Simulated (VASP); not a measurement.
# Mo in VASP: a series of runs, part 2 of 2

VASP 6.6.1. The steps go on from the part before.

## Step 4: Single point, PBEsol (strain -0.040 along x and y, +0.000 along z)

File INCAR:

```
PREC = Accurate ; ENCUT = 520
EDIFF = 1E-6 ; ISMEAR = 0
SIGMA = 0.15 ; LREAL = False
LASPH = True ; NELM = 60
ALGO = Fast ; ISIF = 2
LWAVE = False ; LCHARG = False
GGA = PS ; NBANDS = 13
```

File KPOINTS:

```
regular mesh
0
Gamma
  22 22 22
```

File POSCAR:

```
Mo
1.0
   -1.5081600000      1.5081600000      1.5710000000
    1.5081600000     -1.5081600000      1.5710000000
    1.5081600000      1.5081600000     -1.5710000000
Mo
1
Direct
    0.0000000000      0.0000000000      0.0000000000
```

Potentials or basis: VASP PAW PBE potentials, release 64 (Mo_sv).

On the command line:

```sh
cat potpaw_PBE.64/Mo_sv/POTCAR > POTCAR
mpirun -np 1 vasp_std > vasp.out
```

OUTCAR:

```text
PREC = Accurate
   ENCUT = 520
   EDIFF = 1E-6
   ISMEAR = 0
   LREAL = False
   LASPH = True
   NELM = 60
   ISIF = 2
   GGA = PS

 ion  position               nearest neighbor table
   1  0.000  0.000  0.000-

  LATTYP: Found a body centered tetragonal cell.
 ALAT       =     3.0163200000
 C/A-ratio  =     1.0416666667

  Lattice vectors:

 A1 = (  -1.5081600000,   1.5081600000,   1.5710000000)
 A2 = (   1.5081600000,  -1.5081600000,   1.5710000000)
 A3 = (   1.5081600000,   1.5081600000,  -1.5710000000)

Analysis of symmetry for initial positions (statically):
=====================================================================
 Subroutine PRICEL returns:
 Original cell was already a primitive cell.

 Routine SETGRP: Setting up the symmetry group for a
 body centered tetragonal supercell.

 Subroutine GETGRP returns: Found 16 space group operations
 (whereof 16 operations were pure point group operations)
 out of a pool of 16 trial point group operations.

The static configuration has the point symmetry D_4h.

Analysis of symmetry for dynamics (positions and initial velocities):
=====================================================================
 Subroutine PRICEL returns:
 Original cell was already a primitive cell.

 Routine SETGRP: Setting up the symmetry group for a
 body centered tetragonal supercell.

 Subroutine GETGRP returns: Found 16 space group operations
 (whereof 16 operations were pure point group operations)
 out of a pool of 16 trial point group operations.

The dynamic configuration has the point symmetry D_4h.

 Subroutine INISYM returns: Found 16 space group operations
 (whereof 16 operations are pure point group operations),
 and found     1 'primitive' translations

----------------------------------------------------------------------------------------

                                     Primitive cell

  volume of cell :      14.2933

  direct lattice vectors                    reciprocal lattice vectors
    -1.508160000  1.508160000  1.571000000     0.000000000  0.331529811  0.318268619
[... 113 lines left out ...]
   LEPSILON=     F    determine dielectric tensor
   LRPA    =     F    only Hartree local field effects (RPA)
 non-spin polarized calculation
 RMM-DIIS sequential band-by-band and
 Gauss-broadening in eV      SIGMA  =   0.15
  energy-cutoff  :      520.00
  volume of cell :       14.29
 maximum number of plane-waves:       402
   NGX =  9   NGY =  9   NGZ =  9

 number of electron      13.9999999 magnetization

 Free energy of the ion-electron system (eV)
  ---------------------------------------------------
  ext. energy  EPLUGINS =         0.00000000
  ---------------------------------------------------
  free energy    TOTEN  =       -11.68941408 eV

  energy without entropy =      -11.68284321  energy(sigma->0) =      -11.68612864

 E-fermi :  13.9663     XC(G=0): -14.0402

 val. band max:       13.9652292509   @ k =  -0.3182  -0.4091   0.2727
 cond. band min:      13.9671150399   @ k =  -0.0909  -0.1818   0.0909
 fundamental gap:      0.0018857891
 Fermi energy:        13.9662527479

 k-point     1 :       0.0000    0.0000    0.0000
  band No.  band energies     occupation
      1     -47.2616      2.00000
      2     -20.3149      2.00000
      3     -20.3043      2.00000
      4     -20.3043      2.00000
      5       6.4037      2.00000
      6      12.2550      2.00000
      7      12.2550      2.00000
      8      12.7661      2.00000
      9      15.4127      0.00000
     10      16.0873      0.00000
     11      28.3573      0.00000
     12      29.1784      0.00000
     13      29.1784      0.00000
[... 354 lines left out ...]
  band No.  band energies     occupation
      1     -46.8995      2.00000
      2     -22.0911      2.00000
      3     -20.8517      2.00000
      4     -20.3342      2.00000
      5       8.2385      2.00000
      6      10.3855      2.00000
      7      14.6932      0.00000
      8      15.7233      0.00000
      9      16.7066      0.00000
     10      19.0071      0.00000
     11      26.5181      0.00000
     12      27.3677      0.00000
     13      33.3039      0.00000

 [... further k-points ...]

------------------------ aborting loop because EDIFF is reached ----------------------------------------

  FORCE on cell =-STRESS in cart. coord.  units (eV):
  Direction    XX          YY          ZZ          XY          YZ          ZX
  --------------------------------------------------------------------------------------
  -------------------------------------------------------------------------------------
  Total        2.5427310      2.5427310      1.2108209      0.0000000      0.0000000      0.0000000
  in kB      285.0230490    285.0230490    135.7248879      0.0000000      0.0000000      0.0000000
  external PRESSURE =     235.2569953 kB  Pullay stress =       0.0000000 kB

 VOLUME and BASIS-vectors are now :
 -----------------------------------------------------------------------------
  energy-cutoff  :      520.00
  volume of cell :       14.29
      direct lattice vectors                 reciprocal lattice vectors
    -1.508160000  1.508160000  1.571000000     0.000000000  0.331529811  0.318268619
     1.508160000 -1.508160000  1.571000000     0.331529811  0.000000000  0.318268619
     1.508160000  1.508160000 -1.571000000     0.331529811  0.331529811  0.000000000

 POSITION                                       TOTAL-FORCE (eV/Angst)
 -----------------------------------------------------------------------------------
      0.00000      0.00000      0.00000         0.000000      0.000000      0.000000
 -----------------------------------------------------------------------------------
    total drift:                                0.000000     -0.000000     -0.000000

  FREE ENERGIE OF THE ION-ELECTRON SYSTEM (eV)
  ---------------------------------------------------
  free  energy   TOTEN  =       -11.6894140762 eV

  energy  without entropy=      -11.6828432130  energy(sigma->0) =      -11.68612864
```

It took 3 min on 1 thread of Intel Xeon 8259CL, shared host; peak memory 0.25 GiB.

Results:

| Item | Value |
| --- | --- |
| Free energy | -11.6894 eV |
| Pressure | 23.5 GPa |
| Band gap on the k mesh | zero (bands 7 and 8 overlap by 5.73 eV) |

Stress tensor (GPa, compression positive):
```
28.50  0.00  0.00
 0.00 28.50  0.00
 0.00  0.00 13.57
```

Caveat: the cell differs from its parent crystal (strain -0.040 along x and y, +0.000 along z); the stress differs along the axes, from 14 to 29 GPa; the PAW data sets were made with another functional, which shifts forces and pressure a little.

## Step 5: Single point, PBEsol (strain +0.000 along x and y, -0.040 along z)

File INCAR:

```
SYSTEM = Mo
  PREC = Accurate
  ENCUT = 520
  EDIFF = 1E-6
  ISMEAR = 0
  SIGMA = 0.15
  LREAL = .False.
  LASPH = .True.
  NELM = 100
  ALGO = Fast
  ISIF = 2
  LWAVE = .False.
  LCHARG = .False.
  GGA = PS
  NBANDS = 13
```

File KPOINTS:

```
Automatic mesh
0
Gamma
  22 22 22
  0 0 0
```

File POSCAR:

```
Mo
1.0
   -1.5710000000      1.5710000000      1.5081600000
    1.5710000000     -1.5710000000      1.5081600000
    1.5710000000      1.5710000000     -1.5081600000
Mo
1
Direct
    0.0000000000      0.0000000000      0.0000000000
```

On the command line:

```sh
cat potpaw_PBE.64/Mo_sv/POTCAR > POTCAR
mpirun -np 1 vasp_std > vasp.out
```

It took 2.8 min on 1 thread of Intel Xeon 8259CL, shared host; peak memory 0.25 GiB.

Results (log left out):

* Free energy: -11.7496 eV
* Pressure: 9.5 GPa
* Band gap on the k mesh: zero (bands 7 and 8 overlap by 5.66 eV)

Stress tensor (GPa, compression positive):
```
 4.76  0.00  0.00
 0.00  4.76  0.00
 0.00  0.00 18.85
```

Levels at points of the mesh, in eV from the Fermi level:
| k point | band 5 | band 6 | band 7 | band 8 | band 9 | band 10 |
| --- | --- | --- | --- | --- | --- | --- |
| (0.00, 0.00, 0.00) | -7.44 | -1.79 | -1.27 | -1.27 | 1.38 | 2.06 |
| (0.50, 0.00, 0.00) | -5.68 | -3.82 | 1.86 | 1.93 | 2.74 | 5.15 |
| (0.50, 0.50, 0.00) | -5.60 | -3.28 | 1.36 | 1.58 | 2.26 | 5.06 |
| (0.50, 0.50, 0.50) | -5.91 | -5.80 | 4.25 | 4.25 | 4.41 | 9.06 |

Caveat: the cell differs from its parent crystal (strain +0.000 along x and y, -0.040 along z); the stress differs along the axes, from 5 to 19 GPa; the PAW data sets were made with another functional, which shifts forces and pressure a little.

## Step 6: Overview

```tsv
cell	gap on the mesh (eV)	pressure (GPa)
a = 2.939 Å, angles 109.5°, 1 atom	none	-40.0
a = 2.576 Å, angles 108.3, 108.3, 111.8°, 1 atom	none	60.1
a = 2.649 Å, angles 110.6, 110.6, 107.3°, 1 atom	none	23.5
a = 2.685 Å, angles 108.4, 108.4, 111.7°, 1 atom	none	9.5
```

Alike in all rows: task single point; level PBEsol; potentials or basis VASP PAW PBE potentials, release 64 (Mo_sv); no spin polarisation; k mesh 22 × 22 × 22; cutoff (eV) 520; smearing gaussian 0.15 eV.

Caveats: the PAW data sets were made with another functional, which shifts forces and pressure a little; the cell stands under tension (at least some runs); the stress differs along the axes, from 54 to 73 GPa (at least some runs); the stress differs along the axes, from 14 to 29 GPa (at least some runs); the stress differs along the axes, from 5 to 19 GPa (at least some runs).

Total energies depend on the potentials used, so only differences within one code and one set of settings carry meaning.
